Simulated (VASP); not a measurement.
BeS: single point with r2SCAN

BeS:

```
Be S
1.0
     0.00000    2.43431    2.43431
     2.43431    0.00000    2.43431
     2.43431    2.43431    0.00000
Be S
1 1
Direct
  0.00000 0.00000 0.00000
  0.25000 0.25000 0.25000
```

```yaml
Program: VASP 6.6.1
Task: single point
Functional: r2SCAN
Potentials_or_basis: VASP PAW PBE potentials, release 64 (Be, S)
Cutoff: 520 eV
k_mesh: 8 × 8 × 8
Occupations: gaussian, width 0.01 eV
Spin: no spin polarisation
```

```
Pressure               : 0.3 GPa
Band gap on the k mesh : 3.60 eV, indirect (least direct gap 6.26 eV)
```

Levels at points of the mesh, in eV from the valence-band top:
```tsv
k point	band 1	band 2	band 3	band 4	band 5	band 6	band 7	band 8
(0.00, 0.00, 0.00)	-14.22	0.00	0.00	0.00	6.26	6.26	6.26	6.58
(0.50, 0.00, 0.00)	-12.57	-5.88	-1.04	-1.04	6.06	7.14	7.14	12.00
(0.50, 0.50, 0.00)	-12.01	-5.13	-2.67	-2.67	3.60	5.39	13.77	13.77
```

Run time: 30 s on 1 thread of AMD EPYC 9R45 96-Core Processor (Zen 5), with other jobs on the host, peak memory 0.13 GiB.

Caveat: the PAW data sets were made with another functional, which shifts forces and pressure a little. A k mesh can miss the band edges.
